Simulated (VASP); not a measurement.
# BF in VASP: single point with PBE

Aim: the single point of BF with PBE.

All numbers are computed with VASP 6.6.1; they aren't measurements. Logs are shortened: lines on timing, memory, paths and dates and some standing lists are left out, and cuts for length are marked.

## 1. The cell of the first run

The typed cell holds 4 atoms: a = 3.317 Å, b = 3.317 Å, c = 5.478 Å, α = 106.72°, β = 106.72°, γ = 60.06°.

The cell was generated, and may not be a known phase.

## 2. Single point, PBE

File INCAR:

```
SYSTEM = BF
PREC = Accurate
ENCUT = 520
EDIFF = 1E-7
ISMEAR = 0
SIGMA = 0.2
LREAL = .False.
LASPH = .True.
NELM = 60
ALGO = Normal
ISIF = 2
LWAVE = .False.
LCHARG = .True.
GGA = PE
LELF = .True.
LVHAR = .True.
NBANDS = 18
```

File KPOINTS:

```
regular mesh
0
Gamma
  8 8 4
  0 0 0
```

File POSCAR:

```
BF
1.0
    2.8716226944     -1.6602070731     -0.0552490933
    2.8716226944      1.6602070731     -0.0552490933
   -1.7206252235      0.0000000000      5.2012518804
B F
2 2
Direct
    0.0000000000      0.5000000000      0.0000000000
    0.5000000000      0.0000000000      0.5000000000
    0.7500486733      0.2499513267      0.2500000000
    0.2499513267      0.7500486733      0.7500000000
```

Potentials or basis: VASP PAW PBE potentials, release 64 (B, F).

On the command line:

```sh
$ cat potpaw_PBE.64/B/POTCAR potpaw_PBE.64/F/POTCAR > POTCAR
$ mpirun -np 1 vasp_std > vasp.out
```

OUTCAR:

```text
SYSTEM = BF
   PREC = Accurate
   ENCUT = 520
   EDIFF = 1E-7
   ISMEAR = 0
   LREAL = .False.
   LASPH = .True.
   NELM = 60
   ISIF = 2
   GGA = PE

 ion  position               nearest neighbor table
   1  0.000  0.500  0.000-
   2  0.500  0.000  0.500-
   3  0.750  0.250  0.250-
   4  0.250  0.750  0.750-

  LATTYP: Found a base centered monoclinic cell.
 ALAT       =     5.7443082652
 B/A-ratio  =     0.5780355080
 C/A-ratio  =     0.9537204754
 COS(beta)  =    -0.3322753619

  Lattice vectors:

 A1 = (   2.8716226944,  -1.6602070731,  -0.0552490933)
 A2 = (   2.8716226944,   1.6602070731,  -0.0552490933)
 A3 = (  -1.7206252235,   0.0000000000,   5.2012518804)

Analysis of symmetry for initial positions (statically):
=====================================================================
 Subroutine PRICEL returns:
 Original cell was already a primitive cell.

 Routine SETGRP: Setting up the symmetry group for a
 base centered monoclinic supercell.

 Subroutine GETGRP returns: Found  4 space group operations
 (whereof  2 operations were pure point group operations)
 out of a pool of  4 trial point group operations.

The static configuration has the point symmetry S_2 .
 The point group associated with its full space group is C_2h.

Analysis of symmetry for dynamics (positions and initial velocities):
=====================================================================
 Subroutine PRICEL returns:
 Original cell was already a primitive cell.

 Routine SETGRP: Setting up the symmetry group for a
 base centered monoclinic supercell.

 Subroutine GETGRP returns: Found  4 space group operations
 (whereof  2 operations were pure point group operations)
 out of a pool of  4 trial point group operations.

The dynamic configuration has the point symmetry S_2 .
 The point group associated with its full space group is C_2h.

 Subroutine INISYM returns: Found  4 space group operations
 (whereof  2 operations are pure point group operations),
 and found     1 'primitive' translations

----------------------------------------------------------------------------------------

                                     Primitive cell

  volume of cell :      49.2782

[... 90 lines left out ...]
   ENCUT  =  520.0 eV  38.22 Ry    6.18 a.u.   6.17  6.17 10.19*2*pi/ulx,y,z
   NELM   =     60;   NELMIN=  2; NELMDL= -5     # of ELM steps
   EDIFF  = 0.1E-06   stopping-criterion for ELM
   LREAL  =      F    real-space projection
   EDIFFG = 0.1E-05   stopping-criterion for IOM
   NSW    =      0    number of steps for IOM
   IBRION =     -1    ionic relax: 0-MD 1-quasi-New 2-CG
   NFREE  =      0    steps in history (QN), initial steepest desc. (CG)
   ISIF   =      2    stress and relaxation
   ISYM   =      2    0-nonsym 1-usesym 2-fastsym
   POTIM  = 0.5000    time-step for ionic-motion
   TEBEG  =    0.0;   TEEND  =   0.0 temperature during run
   PSTRESS=    0.0 pullay stress
   NELECT =      20.0000    total number of electrons
   NUPDOWN=      -1.0000    fix difference up-down
   EMIN   =  10.00;   EMAX   =-10.00  energy-range for DOS
   EFERMI =   0.00;   METHOD = LEGACY
   ISMEAR =     0;   SIGMA  =   0.20  broadening in eV -4-tet -1-fermi 0-gaus
   EFERMI_NEDOS =   21; number of points for ismear=-14 and -15
   IALGO  =     38    algorithm
   IMIX   =      4    mixing-type and parameters
     AMIX     =   0.40;   BMIX     =  1.00
     AMIX_MAG =   1.60;   BMIX_MAG =  1.00
  volume/ion in A,a.u.               =      12.32        83.14
  Fermi-wavevector in a.u.,A,eV,Ry     =   1.212086  2.290510 19.989022  1.469152
  Thomas-Fermi vector in A             =   2.347581
   LORBIT       =      0    0 simple, 1 ext, 2 COOP (PROOUT), +10 PAW based schemes
   GGA     = PE    functional components
   LHFCALC =     F    Hartree Fock is set to
   AEXX    =    0.0000 exact exchange contribution
   IVDW    =     0    specifies the selected vdW correction
   LEPSILON=     F    determine dielectric tensor
   LRPA    =     F    only Hartree local field effects (RPA)
 non-spin polarized calculation
 Gauss-broadening in eV      SIGMA  =   0.20
  energy-cutoff  :      520.00
  volume of cell :       49.28
 maximum number of plane-waves:      1344
 NGX is ok and might be reduce to    28
   NGX = 13   NGY = 13   NGZ = 21

 number of electron      19.9999992 magnetization

 Free energy of the ion-electron system (eV)
  ---------------------------------------------------
  ext. energy  EPLUGINS =         0.00000000
  ---------------------------------------------------
  free energy    TOTEN  =       -13.22260593 eV

  energy without entropy =      -13.22002080  energy(sigma->0) =      -13.22131336

 E-fermi :   1.4295     XC(G=0):  -9.5268

 val. band max:        1.4260491777   @ k =   0.0000   0.0000   0.0000
 cond. band min:       1.5656065023   @ k =   0.5000  -0.0000   0.5000
 fundamental gap:      0.1395573246
 Fermi energy:         1.4294915860

 k-point     1 :       0.0000    0.0000    0.0000
  band No.  band energies     occupation
      1     -21.9903      2.00000
      2     -21.6708      2.00000
      3      -6.1044      2.00000
      4      -4.1025      2.00000
      5      -2.9954      2.00000
      6      -2.9638      2.00000
[... 481 lines left out ...]
      5      -3.8170      2.00000
      6      -3.3888      2.00000
[... 10 lines left out ...]
     17      12.6505      0.00000
     18      15.1362      0.00000

 [... further k-points ...]

------------------------ aborting loop because EDIFF is reached ----------------------------------------

  FORCE on cell =-STRESS in cart. coord.  units (eV):
  Direction    XX          YY          ZZ          XY          YZ          ZX
  --------------------------------------------------------------------------------------
  -------------------------------------------------------------------------------------
  Total        0.0059739     -0.0043229      0.1354595      0.0000000      0.0000000     -0.0364971
  in kB        0.1942293     -0.1405514      4.4041836      0.0000000      0.0000000     -1.1866274
  external PRESSURE =       1.4859539 kB  Pullay stress =       0.0000000 kB

 VOLUME and BASIS-vectors are now :
 -----------------------------------------------------------------------------
  energy-cutoff  :      520.00
  volume of cell :       49.28
      direct lattice vectors                 reciprocal lattice vectors
     2.871622694 -1.660207073 -0.055249093     0.175232882 -0.301167251  0.057968759
     2.871622694  1.660207073 -0.055249093     0.175232882  0.301167251  0.057968759
    -1.720625223  0.000000000  5.201251880     0.003722741  0.000000000  0.193492926

 POSITION                                       TOTAL-FORCE (eV/Angst)
 -----------------------------------------------------------------------------------
      1.43581      0.83010     -0.02762        -0.000000      0.000000     -0.000000
      0.57550     -0.83010      2.57300        -0.000000      0.000000     -0.000000
      2.44147     -0.83027      1.24506        -0.000000      0.000141      0.000000
      1.58115      0.83027      3.84569         0.000000     -0.000141      0.000000
 -----------------------------------------------------------------------------------
    total drift:                                0.000000      0.000000     -0.000000

  FREE ENERGIE OF THE ION-ELECTRON SYSTEM (eV)
  ---------------------------------------------------
  free  energy   TOTEN  =       -13.2226059252 eV

  energy  without entropy=      -13.2200208033  energy(sigma->0) =      -13.22131336
```

OSZICAR:

```text
N       E                     dE             d eps       ncg     rms          rms(c)
DAV:   1     0.846047526902E+02    0.84605E+02   -0.10573E+04  2816   0.102E+03
DAV:   2    -0.103968273606E+02   -0.95002E+02   -0.90902E+02  3978   0.224E+02
DAV:   3    -0.146809599154E+02   -0.42841E+01   -0.42593E+01  3074   0.453E+01
DAV:   4    -0.147002924021E+02   -0.19332E-01   -0.19331E-01  2960   0.344E+00
DAV:   5    -0.147003635712E+02   -0.71169E-04   -0.71169E-04  2988   0.197E-01    0.734E+00
DAV:   6    -0.133715048164E+02    0.13289E+01   -0.63056E+00  2854   0.212E+01    0.385E+00
DAV:   7    -0.132333751823E+02    0.13813E+00   -0.71003E-01  2826   0.652E+00    0.113E+00
DAV:   8    -0.132274229546E+02    0.59522E-02   -0.13007E-01  2816   0.274E+00    0.358E-01
DAV:   9    -0.132219028792E+02    0.55201E-02   -0.92546E-03  2848   0.732E-01    0.105E-01
DAV:  10    -0.132226945785E+02   -0.79170E-03   -0.16175E-03  2834   0.282E-01    0.728E-02
DAV:  11    -0.132226073838E+02    0.87195E-04   -0.21783E-04  3008   0.105E-01    0.107E-02
DAV:  12    -0.132226067284E+02    0.65542E-06   -0.13747E-05  2836   0.290E-02    0.642E-03
DAV:  13    -0.132226058992E+02    0.82925E-06   -0.17935E-06  3136   0.107E-02    0.124E-03
DAV:  14    -0.132226059252E+02   -0.26052E-07   -0.10163E-07  1544   0.272E-03
   1 F= -.13222606E+02 E0= -.13221313E+02  d E =-.258512E-02
```

Wall time 92 s (1 thread of AMD EPYC 9755, shared host); peak memory 0.16 GiB.

What came out:

```
Free energy            : -13.2226 eV
Pressure               : 0.1 GPa
Band gap on the k mesh : 0.07 eV
```

Levels at points of the mesh, in eV from the valence-band top:
```tsv
k point	band 6	band 7	band 8	band 9	band 10	band 11	band 12	band 13	band 14	band 15
(0.00, 0.00, 0.00)	-4.32	-4.31	-4.27	-4.12	0.00	0.07	3.06	3.12	4.73	4.75
(0.50, 0.00, 0.00)	-5.13	-4.73	-4.73	-1.51	-1.51	2.20	2.21	3.26	3.26	3.80
(0.50, 0.50, 0.00)	-4.95	-4.24	-4.16	-3.26	-0.05	0.24	3.17	3.33	3.55	4.12
(0.00, 0.00, 0.50)	-4.34	-4.29	-4.29	-2.34	-2.34	2.97	2.97	3.83	3.83	3.91
(0.50, 0.00, 0.50)	-4.88	-4.26	-4.17	-3.30	-0.04	0.21	3.04	3.31	3.46	4.17
(0.50, 0.50, 0.50)	-5.13	-4.70	-4.70	-1.48	-1.48	2.24	2.24	3.32	3.32	3.76
```

Caveat: the smearing spreads over this small gap; semilocal functionals underestimate gaps, and a narrow one can read as zero. A k mesh can miss the band edges.

The gap in the log of VASP goes by the Fermi energy; the results here count the filled bands.